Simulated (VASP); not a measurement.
The system is BN.

```
CELL_PARAMETERS angstrom
1.25112 0.72234 3.37293
-1.25112 0.72234 3.37293
0.00000 -1.44467 3.37293
ATOMIC_POSITIONS crystal
N 0.66724 0.66724 0.66724
B 0.00033 0.00033 0.00033
```

Base run:

```yaml
Program: VASP 6.6.1
Functional: PBE
Dispersion: D2
Potentials_or_basis: VASP PAW PBE potentials, release 64 (N, B)
Cutoff: 520 eV
k_mesh: 9 × 9 × 9
Occupations: gaussian, width 0.02 eV
Spin: no spin polarisation
```

Its results: band gap on the k mesh 4.38 eV (least direct gap 4.70 eV); pressure 1.0 GPa; largest force 0.004 eV/Å.

The run is repeated on the same cell with these changes: dispersion from D2 to TS. What comes out?

Band gap on the k mesh 4.38 eV (least direct gap 4.70 eV); pressure 0.5 GPa; largest force 0.009 eV/Å.

Caveats: the stress differs along the axes, from -3 to 3 GPa (at least some runs).

A k mesh can miss the band edges.
